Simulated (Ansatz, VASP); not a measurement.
# Ta in VASP and in Ansatz

```
CELL_PARAMETERS angstrom
4.67515 0.00000 0.00000
-2.33757 4.04880 0.00000
0.00000 0.00000 17.90860
ATOMIC_POSITIONS crystal
Ta 0.16667 0.33333 0.44671
Ta 0.50000 0.00000 0.50000
Ta 0.83333 0.66667 0.55329
```

Alike in both runs: task single point; functional r2SCAN; k mesh 10 × 10 × 1; occupations fermi-dirac, width 0.1 eV; no spin polarisation.

|  | VASP | Ansatz |
| --- | --- | --- |
| version | VASP 6.6.1 | Ansatz 0.2.0 |
| potentials or method | VASP PAW PBE potentials, release 64 (Ta_pv) | PAW with Ansatz's default frozen-core files, scalar-relativistic |
| plane-wave cutoff (eV) | 440 | 500 |
| valence electrons in the cell | 33 | 39 |

```tsv
	VASP	Ansatz	Ansatz less VASP
rms of the force components (eV/Å)	1.216	1.223	+0.0071
```

VASP's potentials were made for PBE, not for r2SCAN. Atom by atom the forces differ by 0.007 eV/Å (rms over components). The functional is the same, so the differences come from potentials, cutoffs and numerics. VASP's potentials hold 33 valence electrons a cell and Ansatz's 39, so a difference there can come from the potentials and not from the codes.

Spin-orbit coupling is off throughout.
